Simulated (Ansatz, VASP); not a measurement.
# Two plane-wave programs on Se

INCAR

```
ALGO     = Normal         # electronic algorithm
EDIFF    = 1E-7           # SCF threshold, eV
ENCUT    = 520            # plane-wave cutoff, eV
GGA      = PE             # functional
ISIF     = 2              # what is computed and relaxed
ISMEAR   = 0              # smearing method
IVDW     = 12             # dispersion correction
LASPH    = True           # aspherical terms in the spheres
LCHARG   = False          # write CHGCAR
LREAL    = False          # projectors in reciprocal space
LWAVE    = False          # write WAVECAR
NBANDS   = 16             # bands
NELM     = 100            # most SCF steps
PREC     = Accurate       # precision mode
SIGMA    = 0.05           # smearing width, eV
```

File KPOINTS:

```
k-points
0
Gamma
  12 12 8
```

Contents of POSCAR:

```
Se
1.0
    4.3450283269      0.0000000000      0.0000000000
   -2.1725141635      3.7629049113      0.0000000000
    0.0000000000      0.0000000000      4.8547001496
Se
3
Direct
    0.2473450691      0.0000000000      0.3333333333
    0.0000000000      0.2473450691      0.6666666667
    0.7526549309      0.7526549309      0.0000000000
```

Input for Ansatz:

```yaml
crystal:
  lattice:
    - [4.3450283269, 0.0, 0.0]
    - [-2.1725141635, 3.7629049113, 0.0]
    - [0.0, 0.0, 4.8547001496]
  atoms:
    - { symbol: Se, position: [0.2473450684, 0.0, 0.3333333333] }
    - { symbol: Se, position: [0.0, 0.2473450684, 0.6666666667] }
    - { symbol: Se, position: [0.7526549316, 0.7526549316, 0.0] }
basis:
  ecutwfc: 420
kpoints:
  mp_grid: { grid: [12, 12, 8] }
hamiltonian:
  xc: pbe
  dispersion: d3bj
scf:
  occupations: { method: gaussian, width: 0.05 }
output:
  forces: true
  stress: true
  eigenvalues: true
```

Alike in both runs: task single point; functional PBE; dispersion D3(BJ); k mesh 12 × 12 × 8; occupations gaussian, width 0.05 eV; no spin polarisation.

|  | VASP | Ansatz |
| --- | --- | --- |
| version | VASP 6.6.1 | Ansatz 0.2.0 |
| potentials or method | VASP PAW PBE potentials, release 64 (Se), cutoff 520 eV | scalar-relativistic, plane waves, PAW |
| valence electrons in the cell | 18 | 48 |

|  | VASP | Ansatz | Ansatz less VASP |
| --- | --- | --- | --- |
| gap on the k mesh at the Fermi level (eV) | 0.46 | 0.46 | -0.001 |
| least direct gap on the mesh (eV) | 1.34 | 1.35 | +0.007 |
| pressure (GPa) | -2.4 | -2.4 | -0.08 |
| traceless stress, the component that is largest in VASP (GPa) | 1.72 | 1.71 | -0.014 |
| rms of the force components (eV/Å) | 0.287 | 0.297 | +0.0097 |

Atom by atom the forces differ by 0.010 eV/Å (rms over components). VASP's potentials hold 18 valence electrons a cell and Ansatz's 48, so a difference there can come from the potentials and not from the codes.
